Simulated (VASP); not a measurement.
# Pt (Fm-3m) in VASP: a series of runs

Runs on Pt. Level: LDA. Tasks: single point.

Program: VASP 6.6.1. These are calculated values, not measurements. Logs are shortened: lines on timing, memory, paths and dates and some standing lists are left out, and cuts for length are marked.

## (1) The cell of the first run

Symmetry: Fm-3m, No. 225, cubic system. Conventional cell: a = 3.842 Å, b = 3.842 Å, c = 3.842 Å, α = 90.00°, β = 90.00°, γ = 90.00°. Pt (site symmetry m-3m) has 12 Pt at 2.72 Å within 3.6 Å.

## (2) Single point, LDA (volume scaled by 0.94)

The input, INCAR:

```
SYSTEM = Pt
PREC = Accurate ; ENCUT = 520
EDIFF = 1E-6 ; ISMEAR = -1
SIGMA = 0.05 ; LREAL = .FALSE.
LASPH = .TRUE. ; NELM = 80
ALGO = Normal ; ISIF = 2
LWAVE = .FALSE. ; LCHARG = .FALSE.
NBANDS = 11
```

The input, KPOINTS:

```
Automatic mesh
0
G
  12 12 12
  0 0 0
```

The input, POSCAR:

```
Pt
1.0
    0.0000000000      1.9208704006      1.9208704006
    1.9208704006      0.0000000000      1.9208704006
    1.9208704006      1.9208704006      0.0000000000
Pt
1
Direct
    0.0000000000      0.0000000000      0.0000000000
```

Potentials or basis: VASP PAW LDA potentials, release 64 (Pt).

Started as:

```sh
cat potpaw_LDA.64/Pt/POTCAR > POTCAR
mpirun -np 1 vasp_std > vasp.out
```

OUTCAR:

```text
SYSTEM = Pt
   PREC = Accurate
   ENCUT = 520
   EDIFF = 1E-6
   ISMEAR = -1
   LREAL = .FALSE.
   LASPH = .TRUE.
   NELM = 80
   ISIF = 2

 ion  position               nearest neighbor table
   1  0.000  0.000  0.000-

  LATTYP: Found a face centered cubic cell.
 ALAT       =     3.8417408012

  Lattice vectors:

 A1 = (   0.0000000000,   1.9208704006,   1.9208704006)
 A2 = (   1.9208704006,   0.0000000000,   1.9208704006)
 A3 = (   1.9208704006,   1.9208704006,   0.0000000000)

Analysis of symmetry for initial positions (statically):
=====================================================================
 Subroutine PRICEL returns:
 Original cell was already a primitive cell.

 Routine SETGRP: Setting up the symmetry group for a
 face centered cubic supercell.

 Subroutine GETGRP returns: Found 48 space group operations
 (whereof 48 operations were pure point group operations)
 out of a pool of 48 trial point group operations.

The static configuration has the point symmetry O_h .

Analysis of symmetry for dynamics (positions and initial velocities):
=====================================================================
 Subroutine PRICEL returns:
 Original cell was already a primitive cell.

 Routine SETGRP: Setting up the symmetry group for a
 face centered cubic supercell.

 Subroutine GETGRP returns: Found 48 space group operations
 (whereof 48 operations were pure point group operations)
 out of a pool of 48 trial point group operations.

The dynamic configuration has the point symmetry O_h .

 Subroutine INISYM returns: Found 48 space group operations
 (whereof 48 operations are pure point group operations),
 and found     1 'primitive' translations

----------------------------------------------------------------------------------------

                                     Primitive cell

  volume of cell :      14.1750

  direct lattice vectors                    reciprocal lattice vectors
     0.000000000  1.920870401  1.920870401    -0.260298665  0.260298665  0.260298665
     1.920870401  0.000000000  1.920870401     0.260298665 -0.260298665  0.260298665
     1.920870401  1.920870401  0.000000000     0.260298665  0.260298665 -0.260298665

  length of vectors
     2.716520972  2.716520972  2.716520972     0.450850512  0.450850512  0.450850512

  position of ions in fractional coordinates (direct lattice)
     0.000000000  0.000000000  0.000000000

  ion indices of the primitive-cell ions
   primitive index   ion index
                 1           1

[... 72 lines left out ...]
   LREAL  =      F    real-space projection
   EDIFFG = 0.1E-04   stopping-criterion for IOM
   NSW    =      0    number of steps for IOM
   IBRION =     -1    ionic relax: 0-MD 1-quasi-New 2-CG
   NFREE  =      0    steps in history (QN), initial steepest desc. (CG)
   ISIF   =      2    stress and relaxation
   ISYM   =      2    0-nonsym 1-usesym 2-fastsym
   POTIM  = 0.5000    time-step for ionic-motion
   TEBEG  =    0.0;   TEEND  =   0.0 temperature during run
   PSTRESS=    0.0 pullay stress
   NELECT =      10.0000    total number of electrons
   NUPDOWN=      -1.0000    fix difference up-down
   EMIN   =  10.00;   EMAX   =-10.00  energy-range for DOS
   EFERMI =   0.00;   METHOD = LEGACY
   ISMEAR =    -1;   SIGMA  =   0.05  broadening in eV -4-tet -1-fermi 0-gaus
   EFERMI_NEDOS =   21; number of points for ismear=-14 and -15
   IALGO  =     38    algorithm
   IMIX   =      4    mixing-type and parameters
     AMIX     =   0.40;   BMIX     =  1.00
     AMIX_MAG =   1.60;   BMIX_MAG =  1.00
  volume/ion in A,a.u.               =      14.18        95.66
  Fermi-wavevector in a.u.,A,eV,Ry     =   1.457360  2.754011 28.897379  2.123897
  Thomas-Fermi vector in A             =   2.574170
   LORBIT       =      0    0 simple, 1 ext, 2 COOP (PROOUT), +10 PAW based schemes
   GGA     = CA    functional components
   LHFCALC =     F    Hartree Fock is set to
   AEXX    =    0.0000 exact exchange contribution
   IVDW    =     0    specifies the selected vdW correction
   LEPSILON=     F    determine dielectric tensor
   LRPA    =     F    only Hartree local field effects (RPA)
 non-spin polarized calculation
  energy-cutoff  :      520.00
  volume of cell :       14.18
 maximum number of plane-waves:       392
   NGX = 11   NGY = 11   NGZ = 11

 number of electron      10.0000000 magnetization

 number of electron       9.9999999 magnetization

 Free energy of the ion-electron system (eV)
  ---------------------------------------------------
  ext. energy  EPLUGINS =         0.00000000
  ---------------------------------------------------
  free energy    TOTEN  =        -7.48635656 eV

  energy without entropy =       -7.47161948  energy(sigma->0) =       -7.47898802

 E-fermi :  12.4182     XC(G=0): -14.0478

 val. band max:       12.4142665162   @ k =  -0.4167   0.3333   0.0833
 cond. band min:      12.4189498458   @ k =   0.5000   0.4167   0.0833
 fundamental gap:      0.0046833296
 Fermi energy:        12.4181556540

 k-point     1 :       0.0000    0.0000    0.0000
  band No.  band energies     occupation
      1       1.4288      2.00000
      2       8.1766      2.00000
      3       8.1766      2.00000
      4       8.1766      2.00000
      5      10.6028      2.00000
      6      10.6028      2.00000
      7      26.8043      0.00000
      8      32.0830      0.00000
      9      32.0830      0.00000
     10      32.0830      0.00000
     11      37.7655      0.00000
[... 309 lines left out ...]
 k-point    24 :      -0.4167    0.1667    0.0000
  band No.  band energies     occupation
      1       5.2360      2.00000
      2       7.4647      2.00000
      3       8.8646      2.00000
      4       9.1742      2.00000
      5      12.0734      1.99798
      6      15.5626      0.00000
      7      18.8417      0.00000
      8      27.4744      0.00000
      9      29.5932      0.00000
     10      31.4424      0.00000
     11      39.9278      0.00000

 [... further k-points ...]
[... 5 lines left out ...]
  --------------------------------------------------------------------------------------
  -------------------------------------------------------------------------------------
  Total        1.3203208      1.3203208      1.3203208      0.0000000      0.0000000      0.0000000
  in kB      149.2333354    149.2333354    149.2333354      0.0000000      0.0000000      0.0000000
  external PRESSURE =     149.2333354 kB  Pullay stress =       0.0000000 kB

 VOLUME and BASIS-vectors are now :
 -----------------------------------------------------------------------------
  energy-cutoff  :      520.00
  volume of cell :       14.18
      direct lattice vectors                 reciprocal lattice vectors
     0.000000000  1.920870401  1.920870401    -0.260298665  0.260298665  0.260298665
     1.920870401  0.000000000  1.920870401     0.260298665 -0.260298665  0.260298665
     1.920870401  1.920870401  0.000000000     0.260298665  0.260298665 -0.260298665

 POSITION                                       TOTAL-FORCE (eV/Angst)
 -----------------------------------------------------------------------------------
      0.00000      0.00000      0.00000         0.000000      0.000000      0.000000
 -----------------------------------------------------------------------------------
    total drift:                                0.000000      0.000000     -0.000000

  FREE ENERGIE OF THE ION-ELECTRON SYSTEM (eV)
  ---------------------------------------------------
  free  energy   TOTEN  =        -7.4863565623 eV

  energy  without entropy=       -7.4716194764  energy(sigma->0) =       -7.47898802
```

OSZICAR:

```text
N       E                     dE             d eps       ncg     rms          rms(c)
DAV:   1     0.414616862213E+02    0.41462E+02   -0.54880E+03  1608   0.849E+02
DAV:   2    -0.726372747133E+01   -0.48725E+02   -0.46844E+02  1841   0.183E+02
DAV:   3    -0.790471695805E+01   -0.64099E+00   -0.63669E+00  1835   0.202E+01
DAV:   4    -0.790709461812E+01   -0.23777E-02   -0.23775E-02  1848   0.146E+00
DAV:   5    -0.790711181232E+01   -0.17194E-04   -0.17195E-04  1862   0.113E-01    0.159E+01
DAV:   6    -0.754266667804E+01    0.36445E+00   -0.74888E-01  1719   0.697E+00    0.826E+00
DAV:   7    -0.749152844529E+01    0.51138E-01   -0.16488E-01  1827   0.313E+00    0.265E+00
DAV:   8    -0.748675524762E+01    0.47732E-02   -0.11734E-02  1722   0.101E+00    0.701E-01
DAV:   9    -0.748635201181E+01    0.40324E-03   -0.67286E-04  1755   0.231E-01    0.155E-02
DAV:  10    -0.748635632688E+01   -0.43151E-05   -0.64866E-06  1976   0.191E-02    0.358E-03
DAV:  11    -0.748635656233E+01   -0.23545E-06   -0.10977E-07  1011   0.270E-03
   1 F= -.74863566E+01 E0= -.74789880E+01  d E =-.147371E-01
```

Run time: 8.1 s. Hardware: 1 thread of Intel Xeon Platinum 8259CL at 2.50GHz (Skylake/Cascade Lake), shared host; peak memory 0.12 GiB.

What came out:

| Item | Value |
| --- | --- |
| Free energy | -7.4864 eV |
| Pressure | 14.9 GPa |
| Band gap on the k mesh | zero (band 5 reaches 12.97 eV, above the bottom of band 6 at 10.47 eV) |

Levels at points of the mesh, in eV from the Fermi level:
```csv
k point,band 2,band 3,band 4,band 5,band 6,band 7,band 8,band 9
"(0.00, 0.00, 0.00)",-4.24,-4.24,-4.24,-1.82,-1.82,14.39,19.66,19.66
"(0.50, 0.00, 0.00)",-4.31,-4.31,-0.76,0.04,0.04,6.31,13.97,19.28
"(0.50, 0.50, 0.00)",-7.36,0.02,0.54,0.54,1.62,9.55,11.50,11.50
```

Caveat: spin-orbit coupling is left out, which moves the levels of the heavy elements.

(Continued in part 2 of 2.)
